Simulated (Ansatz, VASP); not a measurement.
# Two plane-wave programs on K

```
K
1.0
     4.22442    0.00000    0.00000
     0.00000    4.22442    0.00000
     0.00000    0.00000    4.22442
K
1
Cartesian
  0.0000 0.0000 0.0000
```

Alike in both runs: task single point; functional revPBE; k mesh 8 × 8 × 8; occupations fermi-dirac, width 0.1 eV; no spin polarisation.

|  | VASP | Ansatz |
| --- | --- | --- |
| version | VASP 6.6.1 | Ansatz 0.2.0 |
| potentials or method | VASP PAW PBE potentials, release 64 (K_sv), cutoff 520 eV | plane waves (420 eV) with PAW, scalar-relativistic |
| valence electrons in the cell | 9 | 9 |

|  | VASP | Ansatz | Ansatz less VASP |
| --- | --- | --- | --- |
| pressure (GPa) | 0.4 | 0.4 | +0.01 |

VASP's potentials were made for PBE, not for revPBE.
